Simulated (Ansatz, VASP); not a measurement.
**KHfAs: VASP beside Ansatz**

File INCAR:

```
SYSTEM = KHfAs
PREC = Accurate
ENCUT = 600
EDIFF = 1E-6
ISMEAR = 0
SIGMA = 0.1
LREAL = .FALSE.
LASPH = .TRUE.
NELM = 100
ALGO = Fast
ISIF = 3
LWAVE = .FALSE.
LCHARG = .FALSE.
GGA = PE
IBRION = 2
NSW = 100
EDIFFG = -0.01
```

The input KPOINTS:

```
regular mesh
0
G
  12 12 8
  0 0 0
```

File POSCAR:

```
KHfAs
1.0
    4.5198754089      0.0000000000      0.0000000000
   -2.2599377044      3.9143269260      0.0000000000
    0.0000000000      0.0000000000      5.8288038695
K Hf As
1 1 1
Direct
    0.0000000000      0.0000000000      0.0000000000
    0.6666666667      0.3333333333      0.5000000000
    0.3333333333      0.6666666667      0.5000000000
```

Input for Ansatz:

```yaml
crystal:
  lattice:
    - [4.5198754089, 0.0, 0.0]
    - [-2.2599377044, 3.914326926, 0.0]
    - [0.0, 0.0, 5.8288038695]
  atoms:
    - { symbol: K, position: [0.0, 0.0, 0.0] }
    - { symbol: Hf, position: [0.6666666667, 0.3333333333, 0.5] }
    - { symbol: As, position: [0.3333333333, 0.6666666667, 0.5] }
basis:
  ecutwfc: 420
kpoints:
  mp_grid: { grid: [12, 12, 8] }
hamiltonian:
  xc: pbe
scf:
  occupations: { method: gaussian, width: 0.1 }
output:
  forces: true
  stress: true
  eigenvalues: true
relax:
  adjacent_minimum: "off"
  f_tol: 0.01
  max_steps: 80
  cell: { stress_tol: 0.05 }
```

Change from the starting cell: species swapped into the SrSiNi type (P-6m2, No. 187).

Alike in both runs: task relaxation of cell and atoms; functional PBE; k mesh 12 × 12 × 8; occupations gaussian, width 0.1 eV; no spin polarisation.

```csv
,VASP,Ansatz
version,VASP 6.6.1,Ansatz 0.2.0
potentials or method,"VASP PAW PBE potentials, release 64 (K_sv, Hf_pv, As), cutoff 600 eV","scalar-relativistic, plane waves, PAW"
valence electrons in the cell,24,50
```

Ansatz gave:

```
gap on the k mesh at the Fermi level, each at its own relaxed structure (eV) : none
relaxed volume (Å³/atom)                                                     : 34.37
relaxed length of the cell vector where the two differ most in proportion (Å)              : 5.829
```

**Question.** What did VASP give for the same quantities?

**Answer.** gap on the k mesh at the Fermi level, each at its own relaxed structure (eV): none; relaxed volume (Å³/atom): 34.45; relaxed length of the cell vector where the two differ most in proportion (Å): 5.847.

A gap of «none» marks a metal or a gap that the smearing closes. VASP's potentials hold 24 valence electrons a cell and Ansatz's 50, so a difference there can come from the potentials and not from the codes.

Neither program's run includes spin-orbit coupling.
